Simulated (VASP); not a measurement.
# Cr (Fd-3m) in VASP: further runs, part 3 of 3

VASP 6.6.1.

## Step 5: Single point, r2SCAN, collinear spin, antiferromagnetic start (20.20 Å³/atom)

This run uses another cell than the first one, of 20.20 Å³/atom.

POSCAR

```
Cr
1.0
    0.0000000000      2.7234454565      2.7234454565
    2.7234454565      0.0000000000      2.7234454565
    2.7234454565      2.7234454565      0.0000000000
Cr
2
Direct
    0.1250000000      0.1250000000      0.1250000000
    0.8750000000      0.8750000000      0.8750000000
```

INCAR.step1

```
SYSTEM = Cr
ALGO     = Normal         ! electronic algorithm
EDIFF    = 1E-4           ! SCF threshold, eV
ENCUT    = 520            ! plane-wave cutoff, eV
GGA      = PE             ! functional
ISMEAR   = -1             ! smearing method
ISPIN    = 2              ! spin polarisation
LASPH    = .TRUE.         ! aspherical terms in the spheres
LCHARG   = .FALSE.        ! write CHGCAR
LMAXMIX  = 4              ! l up to which the mixer works
LREAL    = .FALSE.        ! projectors in reciprocal space
LWAVE    = .TRUE.         ! write WAVECAR
MAGMOM   = 3.4 -3.4       ! initial moments
NBANDS   = 23             ! bands
NELM     = 150            ! most SCF steps
PREC     = Accurate       ! precision mode
SIGMA    = 0.05           ! smearing width, eV
```

INCAR.step2

```
SYSTEM = Cr
ALGO     = Normal         ! electronic algorithm
EDIFF    = 1E-6           ! SCF threshold, eV
ENCUT    = 520            ! plane-wave cutoff, eV
ISIF     = 2              ! what is computed and relaxed
ISMEAR   = -1             ! smearing method
ISPIN    = 2              ! spin polarisation
ISTART   = 1            
LASPH    = .TRUE.         ! aspherical terms in the spheres
LCHARG   = .FALSE.        ! write CHGCAR
LMAXMIX  = 4              ! l up to which the mixer works
LMIXTAU  = .TRUE.       
LORBIT   = 11             ! projections on sites
LREAL    = .FALSE.        ! projectors in reciprocal space
LWAVE    = .FALSE.        ! write WAVECAR
MAGMOM   = 3.4 -3.4       ! initial moments
METAGGA  = R2SCAN         ! meta-GGA
NBANDS   = 23             ! bands
NELM     = 150            ! most SCF steps
PREC     = Accurate       ! precision mode
SIGMA    = 0.05           ! smearing width, eV
```

KPOINTS

```
k-points
0
G
  11 11 11
  0 0 0
```

Potentials or basis: VASP PAW PBE potentials, release 64 (Cr_pv).

Started as:

```bash
cat potpaw_PBE.64/Cr_pv/POTCAR > POTCAR
cp INCAR.step1 INCAR
mpirun -np 1 vasp_std > vasp.out
cp INCAR.step2 INCAR
mpirun -np 1 vasp_std > vasp.out
```

OUTCAR:

```text
SYSTEM = Cr
   EDIFF = 1E-6
   ENCUT = 520
   ISIF = 2
   ISMEAR = -1
   ISPIN = 2
   ISTART = 1
   LASPH = .TRUE.
   LORBIT = 11
   LREAL = .FALSE.
   METAGGA = R2SCAN
   NELM = 150
   PREC = Accurate

 ion  position               nearest neighbor table
   1  0.125  0.125  0.125-   2 2.36   2 2.36   2 2.36   2 2.36
   2  0.875  0.875  0.875-   1 2.36   1 2.36   1 2.36   1 2.36

  LATTYP: Found a face centered cubic cell.
 ALAT       =     5.4468909130

  Lattice vectors:

 A1 = (   0.0000000000,   2.7234454565,   2.7234454565)
 A2 = (   2.7234454565,   0.0000000000,   2.7234454565)
 A3 = (   2.7234454565,   2.7234454565,   0.0000000000)

Analysis of symmetry for initial positions (statically):
=====================================================================
 Subroutine PRICEL returns:
 Original cell was already a primitive cell.

 Routine SETGRP: Setting up the symmetry group for a
 face centered cubic supercell.

 Subroutine GETGRP returns: Found 48 space group operations
 (whereof 12 operations were pure point group operations)
 out of a pool of 48 trial point group operations.

[... 818 lines left out ...]
 k-point     1 :       0.0000    0.0000    0.0000
  band No.  band energies     occupation
      1     -40.4636      1.00000
      2     -40.4636      1.00000
      3     -40.4635      1.00000
      4     -36.0233      1.00000
      5     -36.0233      1.00000
      6     -36.0232      1.00000
[... 613 lines left out ...]
     22      15.8030      0.00000
     23      16.3485      0.00000

 [... further k-points ...]
[... 5 lines left out ...]
  --------------------------------------------------------------------------------------
  -------------------------------------------------------------------------------------
  Total        1.0408654      1.0408654      1.0408654     -0.0000000     -0.0000000      0.0000000
  in kB       41.2780439     41.2780439     41.2780439     -0.0000000     -0.0000000      0.0000000
  external PRESSURE =      41.2780439 kB  Pullay stress =       0.0000000 kB

 VOLUME and BASIS-vectors are now :
 -----------------------------------------------------------------------------
  energy-cutoff  :      520.00
  volume of cell :       40.40
      direct lattice vectors                 reciprocal lattice vectors
     0.000000000  2.723445456  2.723445456    -0.183590973  0.183590973  0.183590973
     2.723445456  0.000000000  2.723445456     0.183590973 -0.183590973  0.183590973
     2.723445456  2.723445456  0.000000000     0.183590973  0.183590973 -0.183590973

 POSITION                                       TOTAL-FORCE (eV/Angst)
 -----------------------------------------------------------------------------------
      0.68086      0.68086      0.68086        -0.000000      0.000000      0.000000
      4.76603      4.76603      4.76603         0.000000     -0.000000     -0.000000
 -----------------------------------------------------------------------------------
    total drift:                               -0.000000      0.000000      0.000000

  FREE ENERGIE OF THE ION-ELECTRON SYSTEM (eV)
  ---------------------------------------------------
  free  energy   TOTEN  =       -26.5346688024 eV

  energy  without entropy=      -26.5288278195  energy(sigma->0) =      -26.53174831

 total charge

# of ion       s       p       d       tot
------------------------------------------
    1        0.592   6.126   4.332  11.050
    2        0.592   6.126   4.332  11.050
--------------------------------------------------
tot          1.183  12.253   8.665  22.100

 magnetization (x)

# of ion       s       p       d       tot
------------------------------------------
    1        0.074  -0.049   3.396   3.421
    2       -0.074   0.049  -3.396  -3.421
--------------------------------------------------
tot          0.000   0.000   0.000   0.000
```

OUTCAR.step1:

```text
SYSTEM = Cr
   EDIFF = 1E-4
   ENCUT = 520
   GGA = PE
   ISMEAR = -1
   ISPIN = 2
   LASPH = .TRUE.
   LREAL = .FALSE.
[... 1493 lines left out ...]
      0.68086      0.68086      0.68086        -0.000000      0.000000     -0.000000
      4.76603      4.76603      4.76603         0.000000     -0.000000      0.000000
 -----------------------------------------------------------------------------------
    total drift:                               -0.000000      0.000000      0.000000

  FREE ENERGIE OF THE ION-ELECTRON SYSTEM (eV)
  ---------------------------------------------------
  free  energy   TOTEN  =       -15.2275530526 eV

  energy  without entropy=      -15.2198994057  energy(sigma->0) =      -15.22372623
```

OSZICAR.step1:

```text
N       E                     dE             d eps       ncg     rms          rms(c)
DAV:   1     0.248229628841E+03    0.24823E+03   -0.14120E+04  5160   0.116E+03
DAV:   2    -0.797566013690E+01   -0.25621E+03   -0.24835E+03  5250   0.358E+02
DAV:   3    -0.153911289609E+02   -0.74155E+01   -0.73757E+01  6328   0.752E+01
DAV:   4    -0.154736326813E+02   -0.82504E-01   -0.82323E-01  6580   0.744E+00
DAV:   5    -0.154751397132E+02   -0.15070E-02   -0.15017E-02  5917   0.101E+00    0.995E+00
DAV:   6    -0.150618170367E+02    0.41332E+00   -0.38141E+00  5467   0.176E+01    0.605E+00
DAV:   7    -0.152178799789E+02   -0.15606E+00   -0.28467E-01  5446   0.558E+00    0.196E+00
DAV:   8    -0.152253042389E+02   -0.74243E-02   -0.36647E-02  6328   0.138E+00    0.882E-01
DAV:   9    -0.152271112627E+02   -0.18070E-02   -0.20550E-02  5509   0.885E-01    0.375E-01
DAV:  10    -0.152273852853E+02   -0.27402E-03   -0.13274E-03  6062   0.318E-01    0.186E-01
DAV:  11    -0.152275438300E+02   -0.15854E-03   -0.56025E-04  5810   0.174E-01    0.328E-02
DAV:  12    -0.152275530526E+02   -0.92225E-05   -0.34700E-05  3332   0.441E-02
   1 F= -.15227553E+02 E0= -.15223726E+02  d E =-.765365E-02  mag=     0.0000
```

Wall time 4.8 min (1 thread of AMD EPYC 9R45 (Zen 5), shared host); peak memory 0.21 GiB.

What came out:

```
Free energy                                           : -26.5347 eV
Pressure                                              : 4.1 GPa
Band gap on the k mesh                                : zero (filled and empty bands overlap)
Net moment                                            : 0.00 μB per cell
Site moments                                          : Cr +3.42, -3.42 μB
Valence electrons inside the program's atomic spheres : Cr 11.05
```

Levels at points of the mesh, in eV from the Fermi level:
Spin up:
| k point | band 10 | band 11 | band 12 | band 13 | band 14 | band 15 |
| --- | --- | --- | --- | --- | --- | --- |
| (0.00, 0.00, 0.00) | -1.31 | -1.28 | -1.28 | 2.48 | 2.48 | 2.48 |
Spin down:
```csv
k point,band 10,band 11,band 12,band 13,band 14,band 15
"(0.00, 0.00, 0.00)",-1.31,-1.28,-1.28,2.48,2.48,2.48
```

Caveat: the cell stands under pressure; an empty level that is flat over the whole mesh can mark a ghost state of the potentials, or a narrow d or f band; the antiferromagnetic order is the one typed at the start, and another may lie lower; the PAW data sets were made with another functional, which shifts forces and pressure a little.

## Step 6: Single point, r2SCAN, collinear spin, antiferromagnetic start (21.12 Å³/atom)

This run uses another cell than the first one, of 21.12 Å³/atom.

POSCAR

```
Cr
1.0
    0.0000000000      2.7640998899      2.7640998899
    2.7640998899      0.0000000000      2.7640998899
    2.7640998899      2.7640998899      0.0000000000
Cr
2
Direct
    0.1250000000      0.1250000000      0.1250000000
    0.8750000000      0.8750000000      0.8750000000
```

INCAR.step1

```
PREC = Accurate
ENCUT = 520
ISMEAR = -1
SIGMA = 0.05
LREAL = False
LASPH = True
NELM = 150
ISPIN = 2
MAGMOM = 3.4 -3.4
LMAXMIX = 4
NBANDS = 23
GGA = PE
ALGO = Normal
EDIFF = 1E-4
LWAVE = True
LCHARG = False
```

INCAR.step2

```
PREC = Accurate
ENCUT = 520
EDIFF = 1E-6
ISMEAR = -1
SIGMA = 0.05
LREAL = False
LASPH = True
NELM = 150
ALGO = Normal
ISIF = 2
LWAVE = False
LCHARG = False
ISPIN = 2
MAGMOM = 3.4 -3.4
LORBIT = 11
LMAXMIX = 4
METAGGA = R2SCAN
LMIXTAU = True
NBANDS = 23
ISTART = 1
```

KPOINTS

```
regular mesh
0
Gamma
  11 11 11
```

Potentials or basis: VASP PAW PBE potentials, release 64 (Cr_pv).

Started as:

```bash
cat potpaw_PBE.64/Cr_pv/POTCAR > POTCAR
cp INCAR.step1 INCAR
mpirun -np 1 vasp_std > vasp.out
cp INCAR.step2 INCAR
mpirun -np 1 vasp_std > vasp.out
```

It took 4.6 min on 1 thread of AMD EPYC 9R45 (Zen 5), shared host; peak memory 0.21 GiB.

The run converged. Its results:

| Property | Result |
| --- | --- |
| Free energy | -26.5737 eV |
| Pressure | 2.5 GPa |
| Band gap on the k mesh | zero (filled and empty bands overlap) |
| Net moment | 0.00 μB per cell |
| Site moments | Cr +3.50, -3.50 μB |
| Valence electrons inside the program's atomic spheres | Cr 11.00 |

Levels at points of the mesh, in eV from the Fermi level:
Spin up:
| k point | band 10 | band 11 | band 12 | band 13 | band 14 | band 15 |
| --- | --- | --- | --- | --- | --- | --- |
| (0.00, 0.00, 0.00) | -1.22 | -1.16 | -1.16 | 2.59 | 2.59 | 2.59 |
Spin down:
| k point | band 10 | band 11 | band 12 | band 13 | band 14 | band 15 |
| --- | --- | --- | --- | --- | --- | --- |
| (0.00, 0.00, 0.00) | -1.22 | -1.16 | -1.16 | 2.59 | 2.59 | 2.59 |

Caveat: an empty level that is flat over the whole mesh can mark a ghost state of the potentials, or a narrow d or f band; the antiferromagnetic order is the one typed at the start, and another may lie lower; the PAW data sets were made with another functional, which shifts forces and pressure a little.

## Step 7: Summary

```csv
task,spin,cell,k mesh,cutoff (eV),smearing,gap on the mesh (eV),pressure (GPa),moment (μB)
single point,off,"a = 3.705 Å, angles 60.0°, 2 atoms",12 × 12 × 12,550,fermi-dirac 0.1 eV,none,-8.9,-
single point,off,"a = 3.568 Å, angles 60.0°, 2 atoms",18 × 18 × 18,550,fermi-dirac 0.1 eV,none,1.3,-
relaxation of cell and atoms,off,"relaxed from a = 3.578 Å, angles 60.0°, 2 atoms",11 × 11 × 11,550,fermi-dirac 0.1 eV,none,0.0,-
single point,"collinear, antiferromagnetic start","a = 3.852 Å, angles 60.0°, 2 atoms",11 × 11 × 11,520,fermi-dirac 0.05 eV,none,4.1,0.00
single point,"collinear, antiferromagnetic start","a = 3.909 Å, angles 60.0°, 2 atoms",11 × 11 × 11,520,fermi-dirac 0.05 eV,none,2.5,0.00
```

Alike in all rows: level r2SCAN; potentials or basis VASP PAW PBE potentials, release 64 (Cr_pv).

Caveats: the PAW data sets were made with another functional, which shifts forces and pressure a little; an empty level that is flat over the whole mesh can mark a ghost state of the potentials, or a narrow d or f band (at least some runs); the antiferromagnetic order is the one typed at the start, and another may lie lower (at least some runs); the cell stands under tension (at least some runs); the cell stands under pressure (at least some runs).

Absolute energies hang on the potentials; compare differences alone.
